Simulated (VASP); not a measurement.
# NaHfO: single point with PBE

Crystal: NaHfO.

```xyz
6
Lattice="5.6065 0.0000 0.0000 0.0000 5.6065 0.0000 0.0000 0.0000 4.1704" Properties=species:S:1:pos:R:3 pbc="T T T"
Na    2.8032    2.8032    3.2006
Na    2.8032    2.8032    0.9699
Hf    2.8032    0.0000    2.0852
Hf    0.0000    2.8032    2.0852
O     2.8032    0.0000    0.0000
O     0.0000    2.8032    0.0000
```

The cell was generated, and may not be a known phase.

```yaml
Program: VASP 6.6.1
Task: single point
Functional: PBE
Potentials_or_basis: VASP PAW PBE potentials, release 64 (Na_pv, Hf_pv, O)
Cutoff: 520 eV
k_mesh: 8 × 8 × 10
Occupations: gaussian, width 0.1 eV
Spin: no spin polarisation
```

```
Pressure               : -0.5 GPa
Largest force          : 0.022 eV/Å
Band gap on the k mesh : zero (bands 23 and 24 overlap by 0.31 eV)
```

Forces in eV/Å, atoms in the order of the input:
```
Na   0.000  0.000 -0.022
Na   0.000  0.000  0.022
Hf   0.000  0.000  0.000
Hf   0.000  0.000  0.000
O    0.000  0.000  0.000
O    0.000  0.000  0.000
```

Stress tensor (GPa, compression positive):
```
-0.10  0.00  0.00
 0.00 -0.10  0.00
 0.00  0.00 -1.22
```

Levels at points of the mesh, in eV from the Fermi level:
| k point | band 20 | band 21 | band 22 | band 23 | band 24 | band 25 | band 26 | band 27 |
| --- | --- | --- | --- | --- | --- | --- | --- | --- |
| (0.00, 0.00, 0.00) | -3.49 | -3.49 | -0.83 | -0.66 | 0.96 | 0.96 | 1.55 | 1.92 |
| (0.50, 0.00, 0.00) | -3.66 | -2.23 | -1.65 | 0.17 | 0.30 | 0.43 | 0.96 | 1.01 |
| (0.50, 0.50, 0.00) | -3.30 | -2.05 | -2.05 | -0.01 | 0.48 | 1.00 | 1.00 | 1.05 |
| (0.00, 0.00, 0.50) | -4.20 | -3.23 | -0.39 | -0.38 | 1.14 | 1.71 | 1.98 | 1.98 |
| (0.50, 0.00, 0.50) | -4.34 | -2.13 | -1.50 | 0.19 | 0.41 | 0.65 | 1.17 | 2.16 |
| (0.50, 0.50, 0.50) | -4.01 | -1.63 | -1.63 | -0.22 | 1.14 | 1.14 | 1.15 | 2.52 |

It took 5.2 min on 1 thread of Intel(R) Xeon(R) Platinum 8559C (Emerald Rapids), with other jobs on the host, peak memory 0.44 GiB.

Caveat: atoms lie so close that the PAW spheres overlap strongly, which falsifies energies and pressures; spin-orbit coupling is left out, which moves the levels of the heavy elements.
